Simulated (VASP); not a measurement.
S, 1 atom in the cell. The typed cell holds 1 atom: a = 2.500 Å, b = 2.500 Å, c = 2.500 Å, α = 90.03°, β = 90.03°, γ = 90.03°. 

```yaml
Program: VASP 6.6.1
Task: single point
Functional: PBE
Dispersion: D3(BJ)
Potentials_or_basis: VASP PAW PBE potentials, release 64 (S)
Cutoff: 520 eV
k_mesh: 15 × 15 × 15
Occupations: fermi-dirac, width 0.1 eV
Spin: no spin polarisation
Dipole_correction: no
Further_INCAR_settings: ALGO = Normal; EDIFF = 1e-06; NBANDS = 9
```

Potentials or basis: VASP PAW PBE potentials, release 64 (S).

Run with:

```bash
$ cat potpaw_PBE.64/S/POTCAR > POTCAR
$ mpirun -np 1 vasp_std > vasp.out
```

Hardware: 1 thread of AMD EPYC 7R13, with other jobs on the host.

Estimate the wall time of this run.

It took 36 s on 1 thread of AMD EPYC 7R13, with other jobs on the host, peak memory 0.13 GiB. Counts: scf iterations 10, k points 344.
